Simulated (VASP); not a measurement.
# TaN (Fm-3m) in VASP: a series of runs

TaN is run at these levels: PBE; tasks: single point.

All numbers are computed with VASP 6.6.1; they aren't measurements. Logs are shortened: lines on timing, memory, paths and dates and some standing lists are left out, and cuts for length are marked.

**1. The cell of the first run**

The structure is cubic, space group Fm-3m (No. 225). The conventional cell has a = 4.140 Å, b = 4.140 Å, c = 4.140 Å, α = 90.00°, β = 90.00°, γ = 90.00°. Within 2.7 Å of Ta (site symmetry m-3m) lie 6 N at 2.07 Å. Within 2.7 Å of N (site symmetry m-3m) lie 6 Ta at 2.07 Å.

**2. Single point, PBE (strain -0.050 along x and y, -0.050 along z)**

Input file INCAR:

```
SYSTEM = TaN
ALGO = Normal ; EDIFF = 1E-7
ENCUT = 520 ; GGA = PE
ISIF = 2 ; ISMEAR = 0
LASPH = .True. ; LCHARG = .True.
LELF = .True. ; LREAL = .False.
LVHAR = .True. ; LWAVE = .False.
NBANDS = 15 ; NELM = 80
PREC = Accurate ; SIGMA = 0.15
```

Input file KPOINTS:

```
k-points
0
Gamma
  18 18 18
  0 0 0
```

Input file POSCAR:

```
TaN
1.0
    0.0000000000      2.0700500000      2.0700500000
    2.0700500000      0.0000000000      2.0700500000
    2.0700500000      2.0700500000      0.0000000000
Ta N
1 1
Direct
    0.5000000000      0.5000000000      0.5000000000
    0.0000000000      0.0000000000      0.0000000000
```

Potentials or basis: VASP PAW PBE potentials, release 64 (Ta_pv, N).

Started as:

```
> cat potpaw_PBE.64/Ta_pv/POTCAR potpaw_PBE.64/N/POTCAR > POTCAR
> mpirun -np 1 vasp_std > vasp.out
```

OUTCAR:

```text
SYSTEM = TaN
   EDIFF = 1E-7
   ENCUT = 520
   GGA = PE
   ISIF = 2
   ISMEAR = 0
   LASPH = .True.
   LREAL = .False.
   NELM = 80
   PREC = Accurate

 ion  position               nearest neighbor table
   1  0.500  0.500  0.500-   2 2.07   2 2.07   2 2.07   2 2.07   2 2.07   2 2.07
   2  0.000  0.000  0.000-   1 2.07   1 2.07   1 2.07   1 2.07   1 2.07   1 2.07

  LATTYP: Found a face centered cubic cell.
 ALAT       =     4.1401000000

  Lattice vectors:

 A1 = (   0.0000000000,   2.0700500000,   2.0700500000)
 A2 = (   2.0700500000,   0.0000000000,   2.0700500000)
 A3 = (   2.0700500000,   2.0700500000,   0.0000000000)

Analysis of symmetry for initial positions (statically):
=====================================================================
 Subroutine PRICEL returns:
 Original cell was already a primitive cell.

 Routine SETGRP: Setting up the symmetry group for a
 face centered cubic supercell.

 Subroutine GETGRP returns: Found 48 space group operations
 (whereof 48 operations were pure point group operations)
 out of a pool of 48 trial point group operations.

The static configuration has the point symmetry O_h .

Analysis of symmetry for dynamics (positions and initial velocities):
=====================================================================
 Subroutine PRICEL returns:
 Original cell was already a primitive cell.

 Routine SETGRP: Setting up the symmetry group for a
 face centered cubic supercell.

 Subroutine GETGRP returns: Found 48 space group operations
 (whereof 48 operations were pure point group operations)
 out of a pool of 48 trial point group operations.

The dynamic configuration has the point symmetry O_h .

 Subroutine INISYM returns: Found 48 space group operations
 (whereof 48 operations are pure point group operations),
 and found     1 'primitive' translations

----------------------------------------------------------------------------------------

                                     Primitive cell

  volume of cell :      17.7408

  direct lattice vectors                    reciprocal lattice vectors
     0.000000000  2.070050000  2.070050000    -0.241540059  0.241540059  0.241540059
     2.070050000  0.000000000  2.070050000     0.241540059 -0.241540059  0.241540059
     2.070050000  2.070050000  0.000000000     0.241540059  0.241540059 -0.241540059

  length of vectors
     2.927492785  2.927492785  2.927492785     0.418359655  0.418359655  0.418359655

  position of ions in fractional coordinates (direct lattice)
     0.500000000  0.500000000  0.500000000
     0.000000000  0.000000000  0.000000000

  ion indices of the primitive-cell ions
   primitive index   ion index
                 1           1
                 2           2

----------------------------------------------------------------------------------------

 KPOINTS: k-points

Automatic generation of k-mesh.
 Grid dimensions read from file:
 generate k-points for:   18   18   18

 Generating k-lattice:

  Cartesian coordinates                     Fractional coordinates (reciprocal lattice)
    -0.013418892  0.013418892  0.013418892     0.055555556  0.000000000  0.000000000
     0.013418892 -0.013418892  0.013418892     0.000000000  0.055555556  0.000000000
     0.013418892  0.013418892 -0.013418892     0.000000000  0.000000000  0.055555556

  Length of vectors
     0.023242203  0.023242203  0.023242203

  Shift w.r.t. Gamma in fractional coordinates (k-lattice)
     0.000000000  0.000000000  0.000000000

 Subroutine IBZKPT returns following result:
 ===========================================

 Found    195 irreducible k-points:

 Following reciprocal coordinates:
            Coordinates               Weight
  0.000000  0.000000  0.000000      1.000000
  0.055556  0.000000  0.000000      8.000000
  0.111111  0.000000  0.000000      8.000000
  0.166667  0.000000  0.000000      8.000000
  0.222222  0.000000  0.000000      8.000000
  0.277778  0.000000  0.000000      8.000000
[... 16 lines left out ...]
 -0.277778  0.055556  0.000000     24.000000
 -0.222222  0.055556  0.000000     24.000000
 [... further k-points ...]
   k-points           NKPTS =    195   k-points in BZ     NKDIM =    195   number of bands    NBANDS=     15
   number of dos      NEDOS =    301   number of ions     NIONS =      2
   total plane-waves  NPLWV =  13824
   dimension x,y,z NGX =    24 NGY =   24 NGZ =   24
   dimension x,y,z NGXF=    48 NGYF=   48 NGZF=   48
   ions per type =               1   1
   NGX,Y,Z   is equivalent  to a cutoff of  13.63, 13.63, 13.63 a.u.
   NGXF,Y,Z  is equivalent  to a cutoff of  27.26, 27.26, 27.26 a.u.
 SYSTEM =  TaN
   PREC   = accura    normal or accurate (medium, high low for compatibility)
   ISTART =      0    job   : 0-new  1-cont  2-samecut
   ICHARG =      2    charge: 1-file 2-atom 10-const
   ISPIN  =      1    spin polarized calculation?
   LNONCOLLINEAR =      F non collinear calculations
   LSORBIT =      F    spin-orbit coupling
   LASPH  =      T    aspherical Exc in radial PAW
   ENCUT  =  520.0 eV  38.22 Ry    6.18 a.u.   5.44  5.44  5.44*2*pi/ulx,y,z
   NELM   =     80;   NELMIN=  2; NELMDL= -5     # of ELM steps
   EDIFF  = 0.1E-06   stopping-criterion for ELM
   LREAL  =      F    real-space projection
   EDIFFG = 0.1E-05   stopping-criterion for IOM
   NSW    =      0    number of steps for IOM
   IBRION =     -1    ionic relax: 0-MD 1-quasi-New 2-CG
   NFREE  =      0    steps in history (QN), initial steepest desc. (CG)
   ISIF   =      2    stress and relaxation
   ISYM   =      2    0-nonsym 1-usesym 2-fastsym
   POTIM  = 0.5000    time-step for ionic-motion
   TEBEG  =    0.0;   TEEND  =   0.0 temperature during run
   PSTRESS=    0.0 pullay stress
   NELECT =      16.0000    total number of electrons
   NUPDOWN=      -1.0000    fix difference up-down
   EMIN   =  10.00;   EMAX   =-10.00  energy-range for DOS
   EFERMI =   0.00;   METHOD = LEGACY
   ISMEAR =     0;   SIGMA  =   0.15  broadening in eV -4-tet -1-fermi 0-gaus
   EFERMI_NEDOS =   21; number of points for ismear=-14 and -15
   IALGO  =     38    algorithm
   IMIX   =      4    mixing-type and parameters
     AMIX     =   0.40;   BMIX     =  1.00
     AMIX_MAG =   1.60;   BMIX_MAG =  1.00
  volume/ion in A,a.u.               =       8.87        59.86
  Fermi-wavevector in a.u.,A,eV,Ry     =   1.581700  2.988979 34.038694  2.501773
  Thomas-Fermi vector in A             =   2.681735
   LORBIT       =      0    0 simple, 1 ext, 2 COOP (PROOUT), +10 PAW based schemes
   GGA     = PE    functional components
   LHFCALC =     F    Hartree Fock is set to
   AEXX    =    0.0000 exact exchange contribution
   IVDW    =     0    specifies the selected vdW correction
   LEPSILON=     F    determine dielectric tensor
   LRPA    =     F    only Hartree local field effects (RPA)
 non-spin polarized calculation
 Gauss-broadening in eV      SIGMA  =   0.15
  energy-cutoff  :      520.00
  volume of cell :       17.74
 maximum number of plane-waves:       531
 NGX is ok and might be reduce to    24
   NGX = 11   NGY = 11   NGZ = 11

 number of electron      16.0000001 magnetization

 Free energy of the ion-electron system (eV)
  ---------------------------------------------------
  ext. energy  EPLUGINS =         0.00000000
  ---------------------------------------------------
  free energy    TOTEN  =       -20.81727289 eV

  energy without entropy =      -20.80941050  energy(sigma->0) =      -20.81334169

 E-fermi :  11.7280     XC(G=0): -14.4698

 val. band max:       11.7207604079   @ k =   0.3889   0.0556   0.0000
 cond. band min:      11.7368058019   @ k =   0.2778   0.0556   0.0000
 fundamental gap:      0.0160453940
 Fermi energy:        11.7279733044

 k-point     1 :       0.0000    0.0000    0.0000
  band No.  band energies     occupation
      1     -23.6977      2.00000
      2     -23.6977      2.00000
      3     -23.6977      2.00000
      4      -8.6616      2.00000
      5       7.3689      2.00000
      6       7.3689      2.00000
      7       7.3689      2.00000
      8       9.0400      2.00000
      9       9.0400      2.00000
     10       9.0400      2.00000
     11      11.8173      0.39990
     12      11.8173      0.39990
     13      14.9759      0.00000
     14      21.1751      0.00000
     15      24.5125      0.00000

 k-point     2 :       0.0556    0.0000    0.0000
  band No.  band energies     occupation
      1     -23.7552      2.00000
      2     -23.7021      2.00000
      3     -23.7021      2.00000
      4      -8.5511      2.00000
      5       6.8824      2.00000
      6       7.0072      2.00000
      7       7.0072      2.00000
      8       9.2052      2.00000
      9       9.2052      2.00000
     10       9.3039      2.00000
     11      12.2241      0.00000
     12      12.2241      0.00000
     13      15.1946      0.00000
     14      21.4717      0.00000
     15      24.5125      0.00000

 k-point     3 :       0.1111    0.0000    0.0000
  band No.  band energies     occupation
      1     -23.9172      2.00000
      2     -23.7147      2.00000
      3     -23.7147      2.00000
      4      -8.2331      2.00000
      5       5.8873      2.00000
      6       6.2447      2.00000
      7       6.2447      2.00000
      8       9.5832      2.00000
      9       9.5832      2.00000
     10       9.7171      2.00000
     11      13.2303      0.00000
     12      13.2303      0.00000
     13      15.7825      0.00000
     14      22.3148      0.00000
     15      24.5121      0.00000

 k-point     4 :       0.1667    0.0000    0.0000
  band No.  band energies     occupation
      1     -24.1563      2.00000
      2     -23.7338      2.00000
      3     -23.7338      2.00000
      4      -7.7417      2.00000
      5       4.7491      2.00000
      6       5.4106      2.00000
      7       5.4106      2.00000
      8      10.1104      2.00000
      9      10.1205      2.00000
     10      10.1205      2.00000
     11      14.5345      0.00000
     12      14.5345      0.00000
     13      16.5805      0.00000
     14      23.5632      0.00000
     15      24.5117      0.00000
[... 307 lines left out ...]
 k-point    22 :      -0.3333    0.0556    0.0000
  band No.  band energies     occupation
      1     -25.0367      2.00000
      2     -23.8693      2.00000
      3     -23.7964      2.00000
      4      -5.5073      2.00000
      5       1.1705      2.00000
      6       3.1567      2.00000
      7       3.5308      2.00000
      8      11.8513      0.24476
      9      12.4001      0.00000
     10      13.5916      0.00000
     11      17.7831      0.00000
     12      18.8486      0.00000
     13      19.9240      0.00000
     14      24.4942      0.00000
     15      26.1379      0.00000

 k-point    23 :      -0.2778    0.0556    0.0000
  band No.  band energies     occupation
      1     -24.8043      2.00000
      2     -23.8501      2.00000
      3     -23.7694      2.00000
      4      -6.1742      2.00000
      5       2.0671      2.00000
      6       3.5814      2.00000
      7       4.0607      2.00000
      8      11.1189      2.00000
      9      11.5085      1.96147
     10      12.7691      0.00000
     11      16.8278      0.00000
     12      18.4664      0.00000
     13      18.6668      0.00000
     14      24.5022      0.00000
     15      26.1552      0.00000

 k-point    24 :      -0.2222    0.0556    0.0000
  band No.  band energies     occupation
      1     -24.5353      2.00000
      2     -23.8243      2.00000
      3     -23.7433      2.00000
      4      -6.8513      2.00000
      5       3.0727      2.00000
      6       4.1484      2.00000
      7       4.7070      2.00000
      8      10.5600      2.00000
      9      10.6930      2.00000
     10      11.9098      0.08649
     11      15.4801      0.00000
     12      17.2620      0.00000
     13      17.9284      0.00000
     14      24.5075      0.00000
     15      25.5092      0.00000

 [... further k-points ...]

------------------------ aborting loop because EDIFF is reached ----------------------------------------

  FORCE on cell =-STRESS in cart. coord.  units (eV):
  Direction    XX          YY          ZZ          XY          YZ          ZX
  --------------------------------------------------------------------------------------
  -------------------------------------------------------------------------------------
  Total       11.1208595     11.1208595     11.1208595      0.0000000     -0.0000000      0.0000000
  in kB     1004.3299999   1004.3299999   1004.3299999      0.0000000     -0.0000000      0.0000000
  external PRESSURE =    1004.3299999 kB  Pullay stress =       0.0000000 kB

 VOLUME and BASIS-vectors are now :
 -----------------------------------------------------------------------------
  energy-cutoff  :      520.00
  volume of cell :       17.74
      direct lattice vectors                 reciprocal lattice vectors
     0.000000000  2.070050000  2.070050000    -0.241540059  0.241540059  0.241540059
     2.070050000  0.000000000  2.070050000     0.241540059 -0.241540059  0.241540059
     2.070050000  2.070050000  0.000000000     0.241540059  0.241540059 -0.241540059

 POSITION                                       TOTAL-FORCE (eV/Angst)
 -----------------------------------------------------------------------------------
      2.07005      2.07005      2.07005         0.000000     -0.000000     -0.000000
      0.00000      0.00000      0.00000        -0.000000      0.000000      0.000000
 -----------------------------------------------------------------------------------
    total drift:                                0.000000     -0.000000     -0.000000

  FREE ENERGIE OF THE ION-ELECTRON SYSTEM (eV)
  ---------------------------------------------------
  free  energy   TOTEN  =       -20.8172728912 eV

  energy  without entropy=      -20.8094104969  energy(sigma->0) =      -20.81334169
```

It took 24 s on 1 thread of Intel Xeon 6975P-C (Granite Rapids), shared host; peak memory 0.18 GiB.

What came out:

- Free energy: -20.8173 eV
- Pressure: 100.4 GPa
- Band gap on the k mesh: zero (bands 8 and 9 overlap by 5.20 eV)

Levels at points of the mesh, in eV from the Fermi level:
```csv
k point,band 5,band 6,band 7,band 8,band 9,band 10,band 11,band 12
"(0.00, 0.00, 0.00)",-4.36,-4.36,-4.36,-2.69,-2.69,-2.69,0.09,0.09
"(0.50, 0.00, 0.00)",-11.95,-9.01,-9.01,2.51,2.51,2.62,4.46,9.66
"(0.50, 0.50, 0.00)",-6.86,-6.85,-5.01,-5.01,2.76,4.68,4.68,6.72
```

Caveat: the cell differs from its parent crystal (strain -0.050 along x and y, -0.050 along z); the cell stands under pressure; spin-orbit coupling is left out, which moves the levels of the heavy elements.

[end of part 1 of 2]
